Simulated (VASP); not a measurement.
Runs of VASP 6.6.1 on CdSe. The structure is that of space group Fm-3m (No. 225), or close to it. The cells are those of the table. 

```tsv
cell	k mesh	gap on the mesh (eV)	pressure (GPa)
a = 4.073 Å, angles 60.0°, 2 atoms	10 × 10 × 10	-	(b)
a = 3.732 Å, angles 60.0°, 2 atoms	12 × 12 × 12	none	27.4
a = 4.020 Å, angles 60.0°, 2 atoms	10 × 10 × 10	-	0.4
a = 3.910 Å, angles 60.0°, 2 atoms	10 × 10 × 10	none	7.6
a = 3.793 Å, angles 60.0°, 2 atoms	12 × 12 × 12	none	(a)
```

Alike in all rows: task single point; level r2SCAN; potentials or basis VASP PAW PBE potentials, release 64 (Cd, Se); no spin polarisation; cutoff (eV) 520; smearing gaussian 0.05 eV.

**Question.** Fill in the values left out.

**Answer.** (a) 19.2; (b) -2.2.

Caveats: the PAW data sets were made with another functional, which shifts forces and pressure a little.

A k mesh can miss the band edges, and the runs leave out spin-orbit coupling on Cd, Se.

A gap of «none» marks levels without a gap at the run's occupations.
